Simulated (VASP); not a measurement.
# MoS2 (R3m) in VASP: single point with PBE

Aim: the single point of MoS2 with PBE.

Everything below comes from runs of VASP 6.6.1. Logs are shortened: lines on timing, memory, paths and dates and some standing lists are left out, and cuts for length are marked.

## 1. The cell of the first run

It takes space group R3m (No. 160, trigonal). Conventional cell: a = 3.163 Å, b = 3.163 Å, c = 18.370 Å, α = 90.00°, β = 90.00°, γ = 120.00°. Within 3.2 Å of Mo (site symmetry 3m) lie 6 S at 2.36 Å and 6 Mo at 3.16 Å. S (site symmetry 3m) has 3 Mo at 2.36 Å and 7 S at 3.00 to 3.16 Å within 3.2 Å. S (site symmetry 3m) has 3 Mo at 2.36 Å and 7 S at 3.00 to 3.16 Å within 3.2 Å.

## 2. Single point, PBE, collinear spin, zero start

Input file INCAR:

```
ALGO = Normal
EDIFF = 1E-6
ENCUT = 520
GGA = PE
ISIF = 2
ISMEAR = 0
ISPIN = 2
LASPH = True
LCHARG = False
LMAXMIX = 4
LORBIT = 11
LREAL = False
LWAVE = False
MAGMOM = 0 0 0
NBANDS = 24
NELM = 150
PREC = Accurate
SIGMA = 0.05
```

Input file KPOINTS:

```
k-points
0
Gamma
  7 7 7
```

Input file POSCAR:

```
MoS2
1.0
    1.5814998900      0.9130793900      6.1233282100
   -1.5814998900      0.9130793900      6.1233282100
    0.0000000000     -1.8261587800      6.1233282100
Mo S
1 2
Direct
    0.0000000000      0.0000000000      0.0000000000
    0.7484000000      0.7484000000      0.7484000000
    0.5849000000      0.5849000000      0.5849000000
```

Potentials or basis: VASP PAW PBE potentials, release 64 (Mo_sv, S).

Started as:

```console
$ cat potpaw_PBE.64/Mo_sv/POTCAR potpaw_PBE.64/S/POTCAR > POTCAR
$ mpirun -np 1 vasp_std > vasp.out
```

OUTCAR:

```text
EDIFF = 1E-6
   ENCUT = 520
   GGA = PE
   ISIF = 2
   ISMEAR = 0
   ISPIN = 2
   LASPH = True
   LORBIT = 11
   LREAL = False
   NELM = 150
   PREC = Accurate

 ion  position               nearest neighbor table
   1  0.000  0.000  0.000-   2 2.36   2 2.36   2 2.36   3 2.36   3 2.36   3 2.36
   2  0.748  0.748  0.748-   1 2.36   1 2.36   1 2.36
   3  0.585  0.585  0.585-   1 2.36   1 2.36   1 2.36

  LATTYP: Found a trigonal (rhomboedric) cell.
 ALAT       =     6.3898360106
 COS(alpha) =     0.8774851015

  Lattice vectors:

 A1 = (   1.5814998900,   0.9130793900,   6.1233282100)
 A2 = (  -1.5814998900,   0.9130793900,   6.1233282100)
 A3 = (   0.0000000000,  -1.8261587800,   6.1233282100)

Analysis of symmetry for initial positions (statically):
=====================================================================
 Subroutine PRICEL returns:
 Original cell was already a primitive cell.

 Routine SETGRP: Setting up the symmetry group for a
 trigonal (rhombohedral) supercell.

 Subroutine GETGRP returns: Found  6 space group operations
 (whereof  6 operations were pure point group operations)
 out of a pool of 12 trial point group operations.

The static configuration has the point symmetry C_3v.

Analysis of symmetry for dynamics (positions and initial velocities):
=====================================================================
 Subroutine PRICEL returns:
 Original cell was already a primitive cell.

 Routine SETGRP: Setting up the symmetry group for a
 trigonal (rhombohedral) supercell.

 Subroutine GETGRP returns: Found  6 space group operations
 (whereof  6 operations were pure point group operations)
 out of a pool of 12 trial point group operations.

The dynamic configuration has the point symmetry C_3v.

Analysis of structural, dynamic, and magnetic symmetry:
=====================================================================
 Subroutine PRICEL returns:
 Original cell was already a primitive cell.

 Routine SETGRP: Setting up the symmetry group for a
 trigonal (rhombohedral) supercell.

 Subroutine GETGRP returns: Found  6 space group operations
 (whereof  6 operations were pure point group operations)
 out of a pool of 12 trial point group operations.

The overall configuration has the point symmetry C_3v.

 Subroutine INISYM returns: Found  6 space group operations
 (whereof  6 operations are pure point group operations),
 and found     1 'primitive' translations

----------------------------------------------------------------------------------------

                                     Primitive cell

  volume of cell :      53.0538

  direct lattice vectors                    reciprocal lattice vectors
     1.581499890  0.913079390  6.123328210     0.316155571  0.182532503  0.054436627
    -1.581499890  0.913079390  6.123328210    -0.316155571  0.182532503  0.054436627
     0.000000000 -1.826158780  6.123328210     0.000000000 -0.365065006  0.054436627

  length of vectors
     6.389836011  6.389836011  6.389836012     0.369101349  0.369101349  0.369101348

  position of ions in fractional coordinates (direct lattice)
     0.000000000  0.000000000  0.000000000
     0.748400000  0.748400000  0.748400000
     0.584900000  0.584900000  0.584900000

  ion indices of the primitive-cell ions
   primitive index   ion index
                 1           1
                 2           2
                 3           3

----------------------------------------------------------------------------------------

 KPOINTS: k-points

Automatic generation of k-mesh.
 Grid dimensions read from file:
 generate k-points for:    7    7    7

 Generating k-lattice:

  Cartesian coordinates                     Fractional coordinates (reciprocal lattice)
     0.045165082  0.026076072  0.007776661     0.142857143 -0.000000000  0.000000000
    -0.045165082  0.026076072  0.007776661    -0.000000000  0.142857143  0.000000000
     0.000000000 -0.052152144  0.007776661     0.000000000  0.000000000  0.142857143

  Length of vectors
     0.052728764  0.052728764  0.052728764

  Shift w.r.t. Gamma in fractional coordinates (k-lattice)
     0.000000000  0.000000000  0.000000000

 Subroutine IBZKPT returns following result:
 ===========================================

 Found     44 irreducible k-points:

 Following reciprocal coordinates:
            Coordinates               Weight
  0.000000  0.000000  0.000000      1.000000
  0.142857 -0.000000  0.000000      6.000000
  0.285714 -0.000000  0.000000      6.000000
  0.428571  0.000000 -0.000000      6.000000
  0.142857  0.142857  0.000000      6.000000
  0.285714  0.142857  0.000000     12.000000
[... 16 lines left out ...]
  0.285714  0.285714  0.142857      6.000000
  0.428571  0.285714  0.142857     12.000000
 [... further k-points ...]
   k-points           NKPTS =     44   k-points in BZ     NKDIM =     44   number of bands    NBANDS=     24
   number of dos      NEDOS =    301   number of ions     NIONS =      3
   total plane-waves  NPLWV = 110592
   dimension x,y,z NGX =    48 NGY =   48 NGZ =   48
   dimension x,y,z NGXF=    96 NGYF=   96 NGZF=   96
   ions per type =               1   2
   NGX,Y,Z   is equivalent  to a cutoff of  12.49, 12.49, 12.49 a.u.
   NGXF,Y,Z  is equivalent  to a cutoff of  24.98, 24.98, 24.98 a.u.
 SYSTEM =  unknown system
   PREC   = accura    normal or accurate (medium, high low for compatibility)
   ISTART =      0    job   : 0-new  1-cont  2-samecut
   ICHARG =      2    charge: 1-file 2-atom 10-const
   ISPIN  =      2    spin polarized calculation?
   LNONCOLLINEAR =      F non collinear calculations
   LSORBIT =      F    spin-orbit coupling
   LASPH  =      T    aspherical Exc in radial PAW
   ENCUT  =  520.0 eV  38.22 Ry    6.18 a.u.  11.88 11.88 11.88*2*pi/ulx,y,z
   NELM   =    150;   NELMIN=  2; NELMDL= -5     # of ELM steps
   EDIFF  = 0.1E-05   stopping-criterion for ELM
   LREAL  =      F    real-space projection
   EDIFFG = 0.1E-04   stopping-criterion for IOM
   NSW    =      0    number of steps for IOM
   IBRION =     -1    ionic relax: 0-MD 1-quasi-New 2-CG
   NFREE  =      0    steps in history (QN), initial steepest desc. (CG)
   ISIF   =      2    stress and relaxation
   ISYM   =      2    0-nonsym 1-usesym 2-fastsym
   POTIM  = 0.5000    time-step for ionic-motion
   TEBEG  =    0.0;   TEEND  =   0.0 temperature during run
   PSTRESS=    0.0 pullay stress
   NELECT =      26.0000    total number of electrons
   NUPDOWN=      -1.0000    fix difference up-down
   EMIN   =  10.00;   EMAX   =-10.00  energy-range for DOS
   EFERMI =   0.00;   METHOD = LEGACY
   ISMEAR =     0;   SIGMA  =   0.05  broadening in eV -4-tet -1-fermi 0-gaus
   EFERMI_NEDOS =   21; number of points for ismear=-14 and -15
   IALGO  =     38    algorithm
   IMIX   =      4    mixing-type and parameters
     AMIX     =   0.40;   BMIX     =  1.00
     AMIX_MAG =   1.60;   BMIX_MAG =  1.00
  volume/ion in A,a.u.               =      17.68       119.34
  Fermi-wavevector in a.u.,A,eV,Ry     =   1.290705  2.439079 22.666222  1.665920
  Thomas-Fermi vector in A             =   2.422520
   LORBIT       =     11    0 simple, 1 ext, 2 COOP (PROOUT), +10 PAW based schemes
   GGA     = PE    functional components
   LHFCALC =     F    Hartree Fock is set to
   AEXX    =    0.0000 exact exchange contribution
   IVDW    =     0    specifies the selected vdW correction
   LEPSILON=     F    determine dielectric tensor
   LRPA    =     F    only Hartree local field effects (RPA)
 spin polarized calculation
 Gauss-broadening in eV      SIGMA  =   0.05
  energy-cutoff  :      520.00
  volume of cell :       53.05
 maximum number of plane-waves:      1438
   NGX = 23   NGY = 23   NGZ = 23

 number of electron      26.0000001 magnetization      -0.0000000

 number of electron      26.0000001 magnetization       0.0000000

 Free energy of the ion-electron system (eV)
  ---------------------------------------------------
  ext. energy  EPLUGINS =         0.00000000
  ---------------------------------------------------
  free energy    TOTEN  =       -21.72360619 eV

  energy without entropy =      -21.72360619  energy(sigma->0) =      -21.72360619

 E-fermi :   8.1268     XC(G=0): -10.7968

 val. band max:        7.7927172211   @ k =   0.4286   0.4286   0.4286
 cond. band min:       8.7538668821   @ k =  -0.2857   0.2857   0.0000
 fundamental gap:      0.9611496610
 Fermi energy:         8.1267550430

 spin component 1

 k-point     1 :       0.0000    0.0000    0.0000
  band No.  band energies     occupation
      1     -53.8767      1.00000
      2     -28.0512      1.00000
      3     -27.8389      1.00000
      4     -27.8389      1.00000
      5      -7.5421      1.00000
      6      -5.7064      1.00000
[... 16 lines left out ...]
     23      19.8385      0.00000
     24      19.8385      0.00000
[... 598 lines left out ...]
      2     -28.0356      1.00000
      3     -28.0091      1.00000
      4     -27.8975      1.00000
      5      -6.5781      1.00000
      6      -5.6244      1.00000
[... 16 lines left out ...]
     23      18.9735      0.00000
     24      19.7906      0.00000

 [... further k-points ...]

 spin component 2

 k-point     1 :       0.0000    0.0000    0.0000
  band No.  band energies     occupation
      1     -53.8767      1.00000
      2     -28.0512      1.00000
      3     -27.8389      1.00000
      4     -27.8389      1.00000
      5      -7.5421      1.00000
      6      -5.7064      1.00000
[... 16 lines left out ...]
     23      19.8385      0.00000
     24      19.8385      0.00000
[... 598 lines left out ...]
      2     -28.0356      1.00000
      3     -28.0091      1.00000
      4     -27.8975      1.00000
      5      -6.5781      1.00000
      6      -5.6244      1.00000
[... 16 lines left out ...]
     23      18.9735      0.00000
     24      19.7906      0.00000

 [... further k-points ...]
[... 5 lines left out ...]
  --------------------------------------------------------------------------------------
  -------------------------------------------------------------------------------------
  Total        2.2499563      2.2499563      4.5434942      0.0000000      0.0000000      0.0000000
  in kB       67.9466681     67.9466685    137.2094641      0.0000000      0.0000000      0.0000000
  external PRESSURE =      91.0342669 kB  Pullay stress =       0.0000000 kB

 VOLUME and BASIS-vectors are now :
 -----------------------------------------------------------------------------
  energy-cutoff  :      520.00
  volume of cell :       53.05
      direct lattice vectors                 reciprocal lattice vectors
     1.581499890  0.913079390  6.123328210     0.316155571  0.182532503  0.054436627
    -1.581499890  0.913079390  6.123328210    -0.316155571  0.182532503  0.054436627
     0.000000000 -1.826158780  6.123328210     0.000000000 -0.365065006  0.054436627

 POSITION                                       TOTAL-FORCE (eV/Angst)
 -----------------------------------------------------------------------------------
      0.00000      0.00000      0.00000         0.000000      0.000000     -0.002792
      0.00000      0.00000     13.74810         0.000000     -0.000000      1.272168
      0.00000      0.00000     10.74460         0.000000      0.000000     -1.269376
 -----------------------------------------------------------------------------------
    total drift:                                0.000000     -0.000000     -0.000014

  FREE ENERGIE OF THE ION-ELECTRON SYSTEM (eV)
  ---------------------------------------------------
  free  energy   TOTEN  =       -21.7236061899 eV

  energy  without entropy=      -21.7236061899  energy(sigma->0) =      -21.72360619

 total charge

# of ion       s       p       d       tot
------------------------------------------
    1        2.306   6.241   4.030  12.577
    2        1.364   2.369   0.000   3.732
    3        1.364   2.368   0.000   3.732
--------------------------------------------------
tot          5.033  10.978   4.030  20.041

 magnetization (x)

# of ion       s       p       d       tot
------------------------------------------
    1        0.000   0.000  -0.000  -0.000
    2       -0.000  -0.000   0.000  -0.000
    3        0.000   0.000   0.000   0.000
--------------------------------------------------
tot         -0.000   0.000  -0.000  -0.000
```

It took 13 min on 1 thread of AMD EPYC 7R43 (Zen 3), shared host; peak memory 0.38 GiB.

What came out:

```
Free energy                                           : -21.7236 eV
Pressure                                              : 9.1 GPa
Largest force                                         : 1.272 eV/Å
Band gap on the k mesh                                : 0.96 eV (least direct gap 2.01 eV)
Net moment                                            : 0.00 μB per cell
Valence electrons inside the program's atomic spheres : Mo 12.58; S 3.73
```

Forces in eV/Å, atoms in the order of the input:
```
Mo   0.000  0.000 -0.003
S    0.000  0.000  1.272
S    0.000  0.000 -1.269
```

Caveat: the cell stands under pressure; an odd mesh through Γ misses points on the zone boundary, where band edges can lie; forces of over 1 eV/Å act on the atoms, so gaps and moduli don't describe the material at rest.
